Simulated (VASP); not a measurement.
# Si5C (P-6m2) in VASP: a series of runs

The runs below take Si5C through single point, relaxation of cell and atoms, with PBE.

Everything below comes from runs of VASP 6.6.1. Logs are shortened: lines on timing, memory, paths and dates and some standing lists are left out, and cuts for length are marked.

### Step 1. The cell of the first run

The structure is hexagonal, space group P-6m2 (No. 187). Conventional cell: a = 3.106 Å, b = 3.106 Å, c = 13.853 Å, α = 90.00°, β = 90.00°, γ = 120.00°. Si (site symmetry 3m) has 10 Si at 2.35 to 3.11 Å within 3.2 Å. Within 2.4 Å of Si (site symmetry -6m2) lie 3 C at 1.79 Å. Si (site symmetry 3m) has 9 Si at 2.42 to 3.11 Å within 3.2 Å. Within 2.4 Å of C (site symmetry -6m2) lie 3 Si at 1.79 Å.

### Step 2. Single point, PBE

INCAR reads:

```
ALGO = Normal
EDIFF = 1E-6
ENCUT = 520
GGA = PE
ISIF = 2
ISMEAR = 0
LASPH = T
LCHARG = F
LREAL = F
LWAVE = F
NBANDS = 21
NELM = 80
PREC = Accurate
SIGMA = 0.1
```

KPOINTS reads:

```
k-points
0
Gamma
  6 6 2
```

POSCAR reads:

```
Si5C
1.0
    3.1061795975      0.0000000000      0.0000000000
   -1.5530897987      2.6900304401      0.0000000000
    0.0000000000      0.0000000000     13.8531318341
Si C
5 1
Direct
    0.3333333333      0.6666666667      0.5847951382
    0.3333333333      0.6666666667      0.0000000000
    0.3333333333      0.6666666667      0.4152048618
    0.6666666667      0.3333333333      0.7025091880
    0.6666666667      0.3333333333      0.2974908120
    0.6666666667      0.3333333333      0.0000000000
```

Potentials or basis: VASP PAW PBE potentials, release 64 (Si, C).

Started as:

```
$ cat potpaw_PBE.64/Si/POTCAR potpaw_PBE.64/C/POTCAR > POTCAR
$ mpirun -np 1 vasp_std > vasp.out
```

OUTCAR:

```text
EDIFF = 1E-6
   ENCUT = 520
   GGA = PE
   ISIF = 2
   ISMEAR = 0
   LASPH = T
   LREAL = F
   NELM = 80
   PREC = Accurate

 ion  position               nearest neighbor table
   1  0.333  0.667  0.585-   3 2.35   4 2.42   4 2.42   4 2.42
   2  0.333  0.667  0.000-   6 1.79   6 1.79   6 1.79
   3  0.333  0.667  0.415-   1 2.35   5 2.42   5 2.42   5 2.42
   4  0.667  0.333  0.703-   1 2.42   1 2.42   1 2.42
   5  0.667  0.333  0.297-   3 2.42   3 2.42   3 2.42
   6  0.667  0.333  0.000-   2 1.79   2 1.79   2 1.79

  LATTYP: Found a hexagonal cell.
 ALAT       =     3.1061795975
 C/A-ratio  =     4.4598618332

  Lattice vectors:

 A1 = (   3.1061795975,   0.0000000000,   0.0000000000)
 A2 = (  -1.5530897987,   2.6900304401,   0.0000000000)
 A3 = (   0.0000000000,   0.0000000000,  13.8531318341)

Analysis of symmetry for initial positions (statically):
=====================================================================
 Subroutine PRICEL returns:
 Original cell was already a primitive cell.

 Routine SETGRP: Setting up the symmetry group for a
 hexagonal supercell.

 Subroutine GETGRP returns: Found 12 space group operations
 (whereof 12 operations were pure point group operations)
 out of a pool of 24 trial point group operations.

The static configuration has the point symmetry D_3h.

Analysis of symmetry for dynamics (positions and initial velocities):
=====================================================================
 Subroutine PRICEL returns:
 Original cell was already a primitive cell.

 Routine SETGRP: Setting up the symmetry group for a
 hexagonal supercell.

 Subroutine GETGRP returns: Found 12 space group operations
 (whereof 12 operations were pure point group operations)
 out of a pool of 24 trial point group operations.

The dynamic configuration has the point symmetry D_3h.

 Subroutine INISYM returns: Found 12 space group operations
 (whereof 12 operations are pure point group operations),
 and found     1 'primitive' translations

----------------------------------------------------------------------------------------

                                     Primitive cell

  volume of cell :     115.7529

  direct lattice vectors                    reciprocal lattice vectors
     3.106179598  0.000000000  0.000000000     0.321938886  0.185871503  0.000000000
    -1.553089799  2.690030440  0.000000000     0.000000000  0.371743005  0.000000000
     0.000000000  0.000000000 13.853131834     0.000000000  0.000000000  0.072185843

  length of vectors
     3.106179598  3.106179597 13.853131834     0.371743005  0.371743005  0.072185843

  position of ions in fractional coordinates (direct lattice)
     0.333333333  0.666666667  0.584795138
     0.333333333  0.666666667  0.000000000
     0.333333333  0.666666667  0.415204862
     0.666666667  0.333333333  0.702509188
     0.666666667  0.333333333  0.297490812
     0.666666667  0.333333333  0.000000000

  ion indices of the primitive-cell ions
   primitive index   ion index
                 1           1
                 2           2
                 3           3
                 4           4
                 5           5
                 6           6

----------------------------------------------------------------------------------------

 KPOINTS: k-points

Automatic generation of k-mesh.
 Grid dimensions read from file:
 generate k-points for:    6    6    2

 Generating k-lattice:

  Cartesian coordinates                     Fractional coordinates (reciprocal lattice)
     0.053656481  0.030978584  0.000000000     0.166666667  0.000000000  0.000000000
     0.000000000  0.061957168  0.000000000     0.000000000  0.166666667  0.000000000
     0.000000000  0.000000000  0.036092922     0.000000000  0.000000000  0.500000000

  Length of vectors
     0.061957168  0.061957168  0.036092922

  Shift w.r.t. Gamma in fractional coordinates (k-lattice)
     0.000000000  0.000000000  0.000000000

 Subroutine IBZKPT returns following result:
 ===========================================

 Found     14 irreducible k-points:

 Following reciprocal coordinates:
            Coordinates               Weight
  0.000000  0.000000  0.000000      1.000000
  0.166667  0.000000  0.000000      6.000000
  0.333333  0.000000  0.000000      6.000000
  0.500000  0.000000  0.000000      3.000000
  0.166667  0.166667  0.000000      6.000000
  0.333333  0.166667  0.000000     12.000000
  0.333333  0.333333  0.000000      2.000000
  0.000000  0.000000  0.500000      1.000000
  0.166667  0.000000  0.500000      6.000000
  0.333333  0.000000  0.500000      6.000000
  0.500000  0.000000  0.500000      3.000000
  0.166667  0.166667  0.500000      6.000000
  0.333333  0.166667  0.500000     12.000000
  0.333333  0.333333  0.500000      2.000000
   k-points           NKPTS =     14   k-points in BZ     NKDIM =     14   number of bands    NBANDS=     21
   number of dos      NEDOS =    301   number of ions     NIONS =      6
   total plane-waves  NPLWV =  62208
   dimension x,y,z NGX =    24 NGY =   24 NGZ =  108
   dimension x,y,z NGXF=    48 NGYF=   48 NGZF=  216
   ions per type =               5   1
   NGX,Y,Z   is equivalent  to a cutoff of  12.85, 12.85, 12.96 a.u.
   NGXF,Y,Z  is equivalent  to a cutoff of  25.69, 25.69, 25.92 a.u.
 SYSTEM =  unknown system
   PREC   = accura    normal or accurate (medium, high low for compatibility)
   ISTART =      0    job   : 0-new  1-cont  2-samecut
   ICHARG =      2    charge: 1-file 2-atom 10-const
   ISPIN  =      1    spin polarized calculation?
   LNONCOLLINEAR =      F non collinear calculations
   LSORBIT =      F    spin-orbit coupling
   LASPH  =      T    aspherical Exc in radial PAW
   ENCUT  =  520.0 eV  38.22 Ry    6.18 a.u.   5.78  5.78 25.76*2*pi/ulx,y,z
   NELM   =     80;   NELMIN=  2; NELMDL= -5     # of ELM steps
   EDIFF  = 0.1E-05   stopping-criterion for ELM
   LREAL  =      F    real-space projection
   EDIFFG = 0.1E-04   stopping-criterion for IOM
   NSW    =      0    number of steps for IOM
   IBRION =     -1    ionic relax: 0-MD 1-quasi-New 2-CG
   NFREE  =      0    steps in history (QN), initial steepest desc. (CG)
   ISIF   =      2    stress and relaxation
   ISYM   =      2    0-nonsym 1-usesym 2-fastsym
   POTIM  = 0.5000    time-step for ionic-motion
   TEBEG  =    0.0;   TEEND  =   0.0 temperature during run
   PSTRESS=    0.0 pullay stress
   NELECT =      24.0000    total number of electrons
   NUPDOWN=      -1.0000    fix difference up-down
   EMIN   =  10.00;   EMAX   =-10.00  energy-range for DOS
   EFERMI =   0.00;   METHOD = LEGACY
   ISMEAR =     0;   SIGMA  =   0.10  broadening in eV -4-tet -1-fermi 0-gaus
   EFERMI_NEDOS =   21; number of points for ismear=-14 and -15
   IALGO  =     38    algorithm
   IMIX   =      4    mixing-type and parameters
     AMIX     =   0.40;   BMIX     =  1.00
     AMIX_MAG =   1.60;   BMIX_MAG =  1.00
  volume/ion in A,a.u.               =      19.29       130.19
  Fermi-wavevector in a.u.,A,eV,Ry     =   0.968950  1.831050 12.774020  0.938864
  Thomas-Fermi vector in A             =   2.098962
   LORBIT       =      0    0 simple, 1 ext, 2 COOP (PROOUT), +10 PAW based schemes
   GGA     = PE    functional components
   LHFCALC =     F    Hartree Fock is set to
   AEXX    =    0.0000 exact exchange contribution
   IVDW    =     0    specifies the selected vdW correction
   LEPSILON=     F    determine dielectric tensor
   LRPA    =     F    only Hartree local field effects (RPA)
 non-spin polarized calculation
 Gauss-broadening in eV      SIGMA  =   0.10
  energy-cutoff  :      520.00
  volume of cell :      115.75
 maximum number of plane-waves:      3134
 NGX is ok and might be reduce to    24
   NGX = 11   NGY = 11   NGZ = 51

 number of electron      24.0000001 magnetization

 Free energy of the ion-electron system (eV)
  ---------------------------------------------------
  ext. energy  EPLUGINS =         0.00000000
  ---------------------------------------------------
  free energy    TOTEN  =       -33.04491106 eV

  energy without entropy =      -33.03900375  energy(sigma->0) =      -33.04195741

 E-fermi :   5.3786     XC(G=0):  -9.1522

 val. band max:        5.3127660636   @ k =   0.1667   0.0000   0.5000
 cond. band min:       5.6160680949   @ k =   0.5000   0.0000   0.5000
 fundamental gap:      0.3033020313
 Fermi energy:         5.3785854709

 k-point     1 :       0.0000    0.0000    0.0000
  band No.  band energies     occupation
      1      -9.1598      2.00000
      2      -7.8260      2.00000
      3      -7.0325      2.00000
      4      -3.3913      2.00000
      5      -0.5782      2.00000
      6       0.8709      2.00000
[... 13 lines left out ...]
     20      11.9260      0.00000
     21      12.0591      0.00000

 k-point     2 :       0.1667    0.0000    0.0000
  band No.  band energies     occupation
      1      -8.7105      2.00000
      2      -7.2900      2.00000
      3      -6.4931      2.00000
      4      -2.8904      2.00000
      5      -0.0541      2.00000
      6       1.3444      2.00000
[... 13 lines left out ...]
     20      11.4360      0.00000
     21      11.4944      0.00000

 k-point     3 :       0.3333    0.0000    0.0000
  band No.  band energies     occupation
      1      -7.4482      2.00000
      2      -5.7158      2.00000
      3      -4.9006      2.00000
      4      -1.5435      2.00000
      5      -1.4990      2.00000
      6       1.0620      2.00000
[... 13 lines left out ...]
     20      10.2044      0.00000
     21      10.2655      0.00000
[... 217 lines left out ...]
 k-point    13 :       0.3333    0.1667    0.5000
  band No.  band energies     occupation
      1      -6.4094      2.00000
      2      -4.2318      2.00000
      3      -3.3707      2.00000
      4      -2.5917      2.00000
      5      -1.1617      2.00000
      6      -0.0359      2.00000
[... 13 lines left out ...]
     20       9.8426      0.00000
     21      10.6680      0.00000

 k-point    14 :       0.3333    0.3333    0.5000
  band No.  band energies     occupation
      1      -5.6543      2.00000
      2      -2.7779      2.00000
      3      -2.6099      2.00000
      4      -1.6792      2.00000
      5      -1.3452      2.00000
      6      -1.1381      2.00000
[... 13 lines left out ...]
     20      10.5559      0.00000
     21      11.3470      0.00000

------------------------ aborting loop because EDIFF is reached ----------------------------------------

  FORCE on cell =-STRESS in cart. coord.  units (eV):
  Direction    XX          YY          ZZ          XY          YZ          ZX
  --------------------------------------------------------------------------------------
  -------------------------------------------------------------------------------------
  Total       -0.0251462     -0.0251462     -0.0869686     -0.0000000      0.0000000     -0.0000000
  in kB       -0.3480573     -0.3480573     -1.2037633     -0.0000000      0.0000000     -0.0000000
  external PRESSURE =      -0.6332927 kB  Pullay stress =       0.0000000 kB

 VOLUME and BASIS-vectors are now :
 -----------------------------------------------------------------------------
  energy-cutoff  :      520.00
  volume of cell :      115.75
      direct lattice vectors                 reciprocal lattice vectors
     3.106179598  0.000000000  0.000000000     0.321938886  0.185871503  0.000000000
    -1.553089799  2.690030440  0.000000000     0.000000000  0.371743005  0.000000000
     0.000000000  0.000000000 13.853131834     0.000000000  0.000000000  0.072185843

 POSITION                                       TOTAL-FORCE (eV/Angst)
 -----------------------------------------------------------------------------------
     -0.00000      1.79335      8.10124        -0.000000      0.000000      0.017001
     -0.00000      1.79335      0.00000         0.000000     -0.000000      0.000000
     -0.00000      1.79335      5.75189        -0.000000      0.000000     -0.017001
      1.55309      0.89668      9.73195        -0.000000      0.000000     -0.019815
      1.55309      0.89668      4.12118        -0.000000      0.000000      0.019815
      1.55309      0.89668      0.00000         0.000000     -0.000000      0.000000
 -----------------------------------------------------------------------------------
    total drift:                                0.000000     -0.000000      0.000000

  FREE ENERGIE OF THE ION-ELECTRON SYSTEM (eV)
  ---------------------------------------------------
  free  energy   TOTEN  =       -33.0449110576 eV

  energy  without entropy=      -33.0390037549  energy(sigma->0) =      -33.04195741
```

It took 16 s on 1 thread of Intel Xeon 6975P-C (Granite Rapids), shared host; peak memory 0.23 GiB.

What came out:

* Free energy: -33.0449 eV
* Pressure: -0.1 GPa
* Largest force: 0.020 eV/Å
* Band gap on the k mesh: zero (bands 12 and 13 overlap by 4.99 eV)

Forces in eV/Å, atoms in the order of the input:
```
Si   0.000  0.000  0.017
Si   0.000  0.000  0.000
Si   0.000  0.000 -0.017
Si   0.000  0.000 -0.020
Si   0.000  0.000  0.020
C    0.000  0.000  0.000
```

Stress tensor (GPa, compression positive):
```
-0.03  0.00  0.00
 0.00 -0.03  0.00
 0.00  0.00 -0.12
```

Caveat: the k points lie up to 0.39 Å⁻¹ apart, too coarse for converged energies and pressures of a metal.

### Step 3. Single point, PBE

This run uses another cell than the first one.

INCAR reads:

```
SYSTEM = Si5C
PREC = Accurate ; ENCUT = 520
EDIFF = 1E-6 ; ISMEAR = 0
SIGMA = 0.1 ; LREAL = .FALSE.
LASPH = .TRUE. ; NELM = 60
ALGO = Normal ; ISIF = 2
LWAVE = .FALSE. ; LCHARG = .TRUE.
GGA = PE ; LELF = .TRUE.
LVHAR = .TRUE. ; NBANDS = 21
```

KPOINTS reads:

```
Automatic mesh
0
G
  12 12 1
  0 0 0
```

POSCAR reads:

```
Si5C
1.0
    2.1434796200      0.0000000000      0.0000000000
   -1.0717398100      1.8563078100      0.0000000000
    0.0000000000      0.0000000000     22.3159621000
Si C
5 1
Direct
    0.3333333300      0.6666666700      0.6666666700
    0.3333333300      0.6666666700      0.0000000000
    0.3333333300      0.6666666700      0.3333333300
    0.6666666700      0.3333333300      0.6666666700
    0.6666666700      0.3333333300      0.3333333300
    0.6666666700      0.3333333300      0.0000000000
```

Potentials or basis: VASP PAW PBE potentials, release 64 (Si, C).

Started as:

```
$ cat potpaw_PBE.64/Si/POTCAR potpaw_PBE.64/C/POTCAR > POTCAR
$ mpirun -np 1 vasp_std > vasp.out
```

Run time: 27 s. Hardware: 1 thread of Intel Xeon 6975P-C (Granite Rapids), shared host; peak memory 0.19 GiB.

The run converged. Its results:

| Property | Result |
| --- | --- |
| Free energy | 176.7225 eV |
| Pressure | 592.4 GPa |
| Band gap on the k mesh | zero (bands 12 and 13 overlap by 4.95 eV) |

Stress tensor (GPa, compression positive):
```
888.62   0.00   0.00
  0.00 888.62   0.00
  0.00   0.00  -0.10
```

Levels at points of the mesh, in eV from the Fermi level:
```
           k point  band 9  band 10  band 11  band 12  band 13  band 14  band 15  band 16
(0.00, 0.00, 0.00)   -0.07    -0.07     0.55     2.00     2.26     2.58     2.58     2.58
(0.50, 0.00, 0.00)   -4.89    -4.89    -3.52    -0.70     2.31     2.31     2.55     2.55
```

Caveat: atoms lie so close that the PAW spheres overlap strongly, which falsifies energies and pressures; the stress differs along the axes, from -0 to 889 GPa.

### Step 4. Single point, PBE

This run uses another cell than the first one, of 19.50 Å³/atom.

INCAR reads:

```
SYSTEM = Si5C
PREC     = Accurate       ! precision mode
ENCUT    = 520            ! plane-wave cutoff, eV
EDIFF    = 1E-6           ! SCF threshold, eV
ISMEAR   = 0              ! smearing method
SIGMA    = 0.1            ! smearing width, eV
LREAL    = .False.        ! projectors in reciprocal space
LASPH    = .True.         ! aspherical terms in the spheres
NELM     = 100            ! most SCF steps
ALGO     = Normal         ! electronic algorithm
ISIF     = 2              ! what is computed and relaxed
LWAVE    = .False.        ! write WAVECAR
LCHARG   = .False.        ! write CHGCAR
GGA      = PE             ! functional
NBANDS   = 21             ! bands
```

KPOINTS reads:

```
Automatic mesh
0
Gamma
  12 12 1
  0 0 0
```

POSCAR reads:

```
Si5C
1.0
    3.1422475142      0.0000000000      0.0000000000
   -1.5711237571      2.7212661723      0.0000000000
    0.0000000000      0.0000000000     13.6834360121
Si C
5 1
Direct
    0.3333333333      0.6666666667      0.5857949161
    0.3333333333      0.6666666667      0.0000000000
    0.3333333333      0.6666666667      0.4142050839
    0.6666666667      0.3333333333      0.7001569288
    0.6666666667      0.3333333333      0.2998430712
    0.6666666667      0.3333333333      0.0000000000
```

Started as:

```
$ cat potpaw_PBE.64/Si/POTCAR potpaw_PBE.64/C/POTCAR > POTCAR
$ mpirun -np 1 vasp_std > vasp.out
```

Run time: 20 s. Hardware: 1 thread of Intel Xeon 6975P-C (Granite Rapids), shared host; peak memory 0.23 GiB.

The run converged. Its results:

* Free energy: -32.9342 eV
* Pressure: 0.1 GPa
* Largest force: 0.014 eV/Å
* Band gap on the k mesh: zero (bands 12 and 13 overlap by 4.41 eV)

Forces in eV/Å, atoms in the order of the input:
```
Si   0.000  0.000  0.014
Si   0.000  0.000  0.000
Si   0.000  0.000 -0.014
Si   0.000  0.000 -0.009
Si   0.000  0.000  0.009
C    0.000  0.000  0.000
```

Levels at points of the mesh, in eV from the Fermi level:
```
           k point  band 8  band 9  band 10  band 11  band 12  band 13  band 14  band 15  band 16  band 17
(0.00, 0.00, 0.00)   -2.00   -2.00     1.62     2.75     3.08     3.08     3.66     3.66     5.43     5.62
(0.50, 0.00, 0.00)   -3.49   -2.74    -1.81    -1.03     0.02     0.05     0.62     1.13     1.89     2.81
```

Caveat: the k points lie up to 0.46 Å⁻¹ apart, too coarse for converged energies and pressures of a metal.

(Part 1 of 2 ends here.)

The gap in the log of VASP goes by the Fermi energy; the results here count the filled bands.